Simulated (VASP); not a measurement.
# Zn (Immm) in VASP: a series of runs

The runs below take Zn through single point, with LDA.

Everything below comes from runs of VASP 6.6.1. Logs are shortened: lines on timing, memory, paths and dates and some standing lists are left out, and cuts for length are marked.

## 1. The cell of the first run

The structure is orthorhombic, space group Immm (No. 71). Conventional cell: a = 2.891 Å, b = 3.011 Å, c = 3.092 Å, α = 90.00°, β = 90.00°, γ = 90.00°. Within 3.4 Å of Zn (site symmetry mmm) lie 14 Zn at 2.60 to 3.09 Å.

## 2. Single point, LDA (normal strain along x -0.0400, normal strain along z +0.0267)

Input file INCAR:

```
SYSTEM = Zn
PREC = Accurate
ENCUT = 520
EDIFF = 1E-6
ISMEAR = 0
SIGMA = 0.15
LREAL = .False.
LASPH = .True.
NELM = 100
ALGO = Fast
ISIF = 2
LWAVE = .False.
LCHARG = .True.
GGA = CA
LELF = .True.
LVHAR = .True.
NBANDS = 12
```

Input file KPOINTS:

```
Automatic mesh
0
Gamma
  20 20 20
  0 0 0
```

Input file POSCAR:

```
Zn
1.0
   -1.4454131396      1.5056386871      1.5458392400
    1.4454131396     -1.5056386871      1.5458392400
    1.4454131396      1.5056386871     -1.5458392400
Zn
1
Direct
    0.0000000000      0.0000000000      0.0000000000
```

Potentials or basis: VASP PAW LDA potentials, release 64 (Zn).

Launch:

```bash
$ cat potpaw_LDA.64/Zn/POTCAR > POTCAR
$ mpirun -np 1 vasp_std > vasp.out
```

OUTCAR:

```text
SYSTEM = Zn
   PREC = Accurate
   ENCUT = 520
   EDIFF = 1E-6
   ISMEAR = 0
   LREAL = .False.
   LASPH = .True.
   NELM = 100
   ISIF = 2
   GGA = CA

 ion  position               nearest neighbor table
   1  0.000  0.000  0.000-

  LATTYP: Found a body centered orthorhombic cell.
 ALAT       =     2.8908262792
 B/A-ratio  =     1.0416666667
 C/A-ratio  =     1.0694791666

  Lattice vectors:

 A1 = (  -1.4454131396,   1.5056386871,   1.5458392400)
 A2 = (   1.4454131396,  -1.5056386871,   1.5458392400)
 A3 = (   1.4454131396,   1.5056386871,  -1.5458392400)

Analysis of symmetry for initial positions (statically):
=====================================================================
 Subroutine PRICEL returns:
 Original cell was already a primitive cell.

 Routine SETGRP: Setting up the symmetry group for a
 body centered orthorhombic supercell.

 Subroutine GETGRP returns: Found  8 space group operations
 (whereof  8 operations were pure point group operations)
 out of a pool of  8 trial point group operations.

The static configuration has the point symmetry D_2h.

Analysis of symmetry for dynamics (positions and initial velocities):
=====================================================================
 Subroutine PRICEL returns:
 Original cell was already a primitive cell.

 Routine SETGRP: Setting up the symmetry group for a
 body centered orthorhombic supercell.

 Subroutine GETGRP returns: Found  8 space group operations
 (whereof  8 operations were pure point group operations)
 out of a pool of  8 trial point group operations.

The dynamic configuration has the point symmetry D_2h.

 Subroutine INISYM returns: Found  8 space group operations
 (whereof  8 operations are pure point group operations),
 and found     1 'primitive' translations

----------------------------------------------------------------------------------------

                                     Primitive cell

  volume of cell :      13.4567

  direct lattice vectors                    reciprocal lattice vectors
    -1.445413140  1.505638687  1.545839240     0.000000000  0.332084984  0.323448899
     1.445413140 -1.505638687  1.545839240     0.345921859  0.000000000  0.323448899
     1.445413140  1.505638687 -1.545839240     0.345921859  0.332084984  0.000000000

  length of vectors
     2.597265092  2.597265092  2.597265092     0.463572677  0.473583279  0.479523064

  position of ions in fractional coordinates (direct lattice)
     0.000000000  0.000000000  0.000000000

  ion indices of the primitive-cell ions
   primitive index   ion index
                 1           1

----------------------------------------------------------------------------------------

 KPOINTS: Automatic mesh

Automatic generation of k-mesh.
 Grid dimensions read from file:
 generate k-points for:   20   20   20

 Generating k-lattice:

  Cartesian coordinates                     Fractional coordinates (reciprocal lattice)
     0.000000000  0.016604249  0.016172445     0.050000000 -0.000000000  0.000000000
     0.017296093  0.000000000  0.016172445     0.000000000  0.050000000  0.000000000
     0.017296093  0.016604249  0.000000000     0.000000000 -0.000000000  0.050000000

  Length of vectors
     0.023178634  0.023679164  0.023976153

  Shift w.r.t. Gamma in fractional coordinates (k-lattice)
     0.000000000  0.000000000  0.000000000

 Subroutine IBZKPT returns following result:
 ===========================================

 Found   1166 irreducible k-points:

 Following reciprocal coordinates:
            Coordinates               Weight
  0.000000  0.000000  0.000000      1.000000
  0.050000  0.000000  0.000000      4.000000
  0.100000 -0.000000  0.000000      4.000000
  0.150000  0.000000  0.000000      4.000000
  0.200000 -0.000000  0.000000      4.000000
  0.250000 -0.000000  0.000000      4.000000
[... 16 lines left out ...]
 -0.450000  0.050000 -0.000000      8.000000
 -0.400000  0.050000 -0.000000      8.000000
 [... further k-points ...]
   k-points           NKPTS =   1166   k-points in BZ     NKDIM =   1166   number of bands    NBANDS=     12
   number of dos      NEDOS =    301   number of ions     NIONS =      1
   total plane-waves  NPLWV =   8000
   dimension x,y,z NGX =    20 NGY =   20 NGZ =   20
   dimension x,y,z NGXF=    40 NGYF=   40 NGZF=   40
   ions per type =               1
   NGX,Y,Z   is equivalent  to a cutoff of  12.80, 12.80, 12.80 a.u.
   NGXF,Y,Z  is equivalent  to a cutoff of  25.60, 25.60, 25.60 a.u.
 SYSTEM =  Zn
   PREC   = accura    normal or accurate (medium, high low for compatibility)
   ISTART =      0    job   : 0-new  1-cont  2-samecut
   ICHARG =      2    charge: 1-file 2-atom 10-const
   ISPIN  =      1    spin polarized calculation?
   LNONCOLLINEAR =      F non collinear calculations
   LSORBIT =      F    spin-orbit coupling
   LASPH  =      T    aspherical Exc in radial PAW
   ENCUT  =  520.0 eV  38.22 Ry    6.18 a.u.   4.83  4.83  4.83*2*pi/ulx,y,z
   NELM   =    100;   NELMIN=  2; NELMDL= -5     # of ELM steps
   EDIFF  = 0.1E-05   stopping-criterion for ELM
   LREAL  =      F    real-space projection
   EDIFFG = 0.1E-04   stopping-criterion for IOM
   NSW    =      0    number of steps for IOM
   IBRION =     -1    ionic relax: 0-MD 1-quasi-New 2-CG
   NFREE  =      0    steps in history (QN), initial steepest desc. (CG)
   ISIF   =      2    stress and relaxation
   ISYM   =      2    0-nonsym 1-usesym 2-fastsym
   POTIM  = 0.5000    time-step for ionic-motion
   TEBEG  =    0.0;   TEEND  =   0.0 temperature during run
   PSTRESS=    0.0 pullay stress
   NELECT =      12.0000    total number of electrons
   NUPDOWN=      -1.0000    fix difference up-down
   EMIN   =  10.00;   EMAX   =-10.00  energy-range for DOS
   EFERMI =   0.00;   METHOD = LEGACY
   ISMEAR =     0;   SIGMA  =   0.15  broadening in eV -4-tet -1-fermi 0-gaus
   EFERMI_NEDOS =   21; number of points for ismear=-14 and -15
   IALGO  =     68    algorithm
   IMIX   =      4    mixing-type and parameters
     AMIX     =   0.40;   BMIX     =  1.00
     AMIX_MAG =   1.60;   BMIX_MAG =  1.00
  volume/ion in A,a.u.               =      13.46        90.81
  Fermi-wavevector in a.u.,A,eV,Ry     =   1.575758  2.977751 33.783451  2.483014
  Thomas-Fermi vector in A             =   2.676694
   LORBIT       =      0    0 simple, 1 ext, 2 COOP (PROOUT), +10 PAW based schemes
   GGA     = CA    functional components
   LHFCALC =     F    Hartree Fock is set to
   AEXX    =    0.0000 exact exchange contribution
   IVDW    =     0    specifies the selected vdW correction
   LEPSILON=     F    determine dielectric tensor
   LRPA    =     F    only Hartree local field effects (RPA)
 non-spin polarized calculation
 RMM-DIIS sequential band-by-band and
 Gauss-broadening in eV      SIGMA  =   0.15
  energy-cutoff  :      520.00
  volume of cell :       13.46
 maximum number of plane-waves:       376
   NGX =  9   NGY =  9   NGZ =  9

 number of electron      12.0000002 magnetization

 Free energy of the ion-electron system (eV)
  ---------------------------------------------------
  ext. energy  EPLUGINS =         0.00000000
  ---------------------------------------------------
  free energy    TOTEN  =        -1.78272834 eV

  energy without entropy =       -1.77952381  energy(sigma->0) =       -1.78112608

 E-fermi :   4.0279     XC(G=0): -12.5663

 val. band max:        4.0147572706   @ k =   0.4000   0.2000   0.0500
 cond. band min:       4.0479350543   @ k =   0.5000  -0.4500   0.0500
 fundamental gap:      0.0331777838
 Fermi energy:         4.0278814970

 k-point     1 :       0.0000    0.0000    0.0000
  band No.  band energies     occupation
      1      -7.5848      2.00000
      2      -4.4175      2.00000
      3      -4.3159      2.00000
      4      -4.2608      2.00000
      5      -3.7700      2.00000
      6      -3.6425      2.00000
      7      24.1988      0.00000
      8      24.2600      0.00000
      9      25.5863      0.00000
     10      25.8137      0.00000
     11      26.6726      0.00000
     12      26.9383      0.00000

 k-point     2 :       0.0500    0.0000    0.0000
  band No.  band energies     occupation
      1      -7.5009      2.00000
      2      -4.4140      2.00000
      3      -4.3122      2.00000
      4      -4.2504      2.00000
      5      -3.7791      2.00000
      6      -3.6444      2.00000
      7      22.4865      0.00000
      8      24.2342      0.00000
      9      24.8665      0.00000
     10      25.3659      0.00000
     11      26.1335      0.00000
     12      26.2986      0.00000

 k-point     3 :       0.1000   -0.0000    0.0000
  band No.  band energies     occupation
      1      -7.2522      2.00000
      2      -4.4033      2.00000
      3      -4.3256      2.00000
      4      -4.1954      2.00000
      5      -3.8030      2.00000
      6      -3.6495      2.00000
      7      19.8196      0.00000
      8      23.5747      0.00000
      9      23.8036      0.00000
     10      25.0099      0.00000
     11      25.2856      0.00000
     12      25.4463      0.00000
[... 286 lines left out ...]
 k-point    23 :      -0.4500    0.0500   -0.0000
  band No.  band energies     occupation
      1      -5.1743      2.00000
      2      -4.6016      2.00000
      3      -3.8414      2.00000
      4      -3.6926      2.00000
      5      -3.3893      2.00000
      6      -0.8412      2.00000
      7       4.6296      0.00000
      8      16.7362      0.00000
      9      18.1647      0.00000
     10      22.3245      0.00000
     11      24.0535      0.00000
     12      29.6251      0.00000

 k-point    24 :      -0.4000    0.0500   -0.0000
  band No.  band energies     occupation
      1      -5.1767      2.00000
      2      -4.5717      2.00000
      3      -3.8551      2.00000
      4      -3.6953      2.00000
      5      -3.5011      2.00000
      6      -2.0696      2.00000
      7       6.5446      0.00000
      8      17.1746      0.00000
      9      18.5038      0.00000
     10      22.5734      0.00000
     11      24.1447      0.00000
     12      28.5498      0.00000

 [... further k-points ...]

------------------------ aborting loop because EDIFF is reached ----------------------------------------

  FORCE on cell =-STRESS in cart. coord.  units (eV):
  Direction    XX          YY          ZZ          XY          YZ          ZX
  --------------------------------------------------------------------------------------
  -------------------------------------------------------------------------------------
  Total       -0.0208511      0.2177504      0.3500943      0.0000000      0.0000000      0.0000000
  in kB       -2.4825804     25.9258230     41.6829562      0.0000000      0.0000000      0.0000000
  external PRESSURE =      21.7087329 kB  Pullay stress =       0.0000000 kB

 VOLUME and BASIS-vectors are now :
 -----------------------------------------------------------------------------
  energy-cutoff  :      520.00
  volume of cell :       13.46
      direct lattice vectors                 reciprocal lattice vectors
    -1.445413140  1.505638687  1.545839240     0.000000000  0.332084984  0.323448899
     1.445413140 -1.505638687  1.545839240     0.345921859  0.000000000  0.323448899
     1.445413140  1.505638687 -1.545839240     0.345921859  0.332084984  0.000000000

 POSITION                                       TOTAL-FORCE (eV/Angst)
 -----------------------------------------------------------------------------------
      0.00000      0.00000      0.00000         0.000000      0.000000      0.000000
 -----------------------------------------------------------------------------------
    total drift:                                0.000000     -0.000000      0.000000

  FREE ENERGIE OF THE ION-ELECTRON SYSTEM (eV)
  ---------------------------------------------------
  free  energy   TOTEN  =        -1.7827283388 eV

  energy  without entropy=       -1.7795238135  energy(sigma->0) =       -1.78112608
```

Run time: 55 s. Hardware: 1 thread of Intel Xeon 6975P-C (Granite Rapids), shared host; peak memory 0.27 GiB.

Results:

| Quantity | Value |
| --- | --- |
| Free energy | -1.7827 eV |
| Pressure | 2.2 GPa |
| Band gap on the k mesh | zero (bands 6 and 7 overlap by 4.79 eV) |

Stress tensor (GPa, compression positive):
```
-0.25  0.00  0.00
 0.00  2.59  0.00
 0.00  0.00  4.17
```

Levels at points of the mesh, in eV from the Fermi level:
```
           k point  band 4  band 5  band 6  band 7  band 8  band 9
(0.00, 0.00, 0.00)   -8.29   -7.80   -7.67   20.17   20.23   21.56
(0.50, 0.00, 0.00)   -7.71   -7.31   -3.53   -1.26   13.17   14.55
(0.00, 0.50, 0.00)   -7.62   -7.30   -3.28   -0.80   12.13   13.40
(0.50, 0.50, 0.00)   -7.61   -7.29   -3.11   -0.52   11.51   12.70
(0.50, 0.50, 0.50)   -7.40   -7.38    3.26    4.11    5.53    7.90
```

Caveat: the cell differs from its parent crystal (normal strain along x -0.0400, normal strain along z +0.0267).

## 3. Single point, LDA (normal strain along x -0.0133, normal strain along z +0.0133)

Input file INCAR:

```
SYSTEM = Zn
ALGO = Fast ; EDIFF = 1E-6
ENCUT = 520 ; GGA = CA
ISIF = 2 ; ISMEAR = 0
LASPH = .True. ; LCHARG = .True.
LELF = .True. ; LREAL = .False.
LVHAR = .True. ; LWAVE = .False.
NBANDS = 12 ; NELM = 100
PREC = Accurate ; SIGMA = 0.15
```

Input file KPOINTS:

```
k-points
0
Gamma
  20 20 20
  0 0 0
```

Input file POSCAR:

```
Zn
1.0
   -1.4856136926      1.5056386871      1.5256636816
    1.4856136926     -1.5056386871      1.5256636816
    1.4856136926      1.5056386871     -1.5256636816
Zn
1
Direct
    0.0000000000      0.0000000000      0.0000000000
```

Potentials or basis: VASP PAW LDA potentials, release 64 (Zn).

Launch:

```bash
$ cat potpaw_LDA.64/Zn/POTCAR > POTCAR
$ mpirun -np 1 vasp_std > vasp.out
```

It took 61 s on 1 thread of Intel Xeon 6975P-C (Granite Rapids), shared host; peak memory 0.27 GiB.

The run converged. Its results:

| Item | Value |
| --- | --- |
| Free energy | -1.7799 eV |
| Pressure | 0.7 GPa |
| Band gap on the k mesh | zero (bands 6 and 7 overlap by 4.86 eV) |

Stress tensor (GPa, compression positive):
```
0.10 0.00 0.00
0.00 0.67 0.00
0.00 0.00 1.41
```

Levels at points of the mesh, in eV from the Fermi level:
| k point | band 2 | band 3 | band 4 | band 5 | band 6 | band 7 | band 8 | band 9 | band 10 | band 11 |
| --- | --- | --- | --- | --- | --- | --- | --- | --- | --- | --- |
| (0.00, 0.00, 0.00) | -8.34 | -8.31 | -8.28 | -7.71 | -7.67 | 20.51 | 20.62 | 20.96 | 21.63 | 22.00 |
| (0.50, 0.00, 0.00) | -8.66 | -7.75 | -7.66 | -7.28 | -3.33 | -1.05 | 12.43 | 13.79 | 16.63 | 18.52 |
| (0.00, 0.50, 0.00) | -8.69 | -7.73 | -7.63 | -7.27 | -3.25 | -0.90 | 12.10 | 13.42 | 16.31 | 18.21 |
| (0.50, 0.50, 0.00) | -8.73 | -7.69 | -7.63 | -7.27 | -3.17 | -0.76 | 11.78 | 13.06 | 16.01 | 17.91 |
| (0.50, 0.50, 0.50) | -9.02 | -7.38 | -7.37 | -7.36 | 3.81 | 4.24 | 4.70 | 8.40 | 9.00 | 9.44 |

Caveat: the cell differs from its parent crystal (normal strain along x -0.0133, normal strain along z +0.0133).

## 4. Single point, LDA (normal strain along x -0.0267, normal strain along z +0.0267)

Input file INCAR:

```
PREC = Accurate
ENCUT = 520
EDIFF = 1E-6
ISMEAR = 0
SIGMA = 0.15
LREAL = False
LASPH = True
NELM = 60
ALGO = Fast
ISIF = 2
LWAVE = False
LCHARG = True
LELF = True
LVHAR = True
NBANDS = 12
```

Input file KPOINTS:

```
regular mesh
0
Gamma
  20 20 20
```

Input file POSCAR:

```
Zn
1.0
   -1.4654381342      1.5056386871      1.5458392400
    1.4654381342     -1.5056386871      1.5458392400
    1.4654381342      1.5056386871     -1.5458392400
Zn
1
Direct
    0.0000000000      0.0000000000      0.0000000000
```

Launch:

```bash
$ cat potpaw_LDA.64/Zn/POTCAR > POTCAR
$ mpirun -np 1 vasp_std > vasp.out
```

Run time: 68 s. Hardware: 1 thread of Intel Xeon 6975P-C (Granite Rapids), shared host; peak memory 0.27 GiB.

Results (log left out):

- Free energy: -1.7821 eV
- Pressure: 0.8 GPa
- Band gap on the k mesh: zero (bands 6 and 7 overlap by 4.71 eV)

Stress tensor (GPa, compression positive):
```
-0.74  0.00  0.00
 0.00  0.81  0.00
 0.00  0.00  2.27
```

Levels at points of the mesh, in eV from the Fermi level:
```tsv
k point	band 3	band 4	band 5	band 6	band 7	band 8	band 9	band 10
(0.00, 0.00, 0.00)	-8.30	-8.25	-7.74	-7.64	20.21	20.31	21.13	21.54
(0.50, 0.00, 0.00)	-7.79	-7.66	-7.28	-3.41	-1.18	12.79	14.18	16.99
(0.00, 0.50, 0.00)	-7.75	-7.60	-7.27	-3.24	-0.88	12.12	13.43	16.33
(0.50, 0.50, 0.00)	-7.67	-7.59	-7.26	-3.08	-0.60	11.50	12.73	15.73
(0.50, 0.50, 0.50)	-7.38	-7.37	-7.35	3.40	4.25	5.17	7.97	9.01
```

Caveat: the cell differs from its parent crystal (normal strain along x -0.0267, normal strain along z +0.0267).

## 5. Overview

```csv
cell,gap on the mesh (eV),pressure (GPa)
"a = 2.597 Å, angles 112.4, 109.1, 106.9°, 1 atom",none,2.2
"a = 2.608 Å, angles 110.6, 109.5, 108.4°, 1 atom",none,0.7
"a = 2.608 Å, angles 111.6, 109.5, 107.3°, 1 atom",none,0.8
```

Alike in all rows: task single point; level LDA; potentials or basis VASP PAW LDA potentials, release 64 (Zn); no spin polarisation; k mesh 20 × 20 × 20; cutoff (eV) 520; smearing gaussian 0.15 eV.

Total energies depend on the potentials used, so only differences within one code and one set of settings carry meaning.
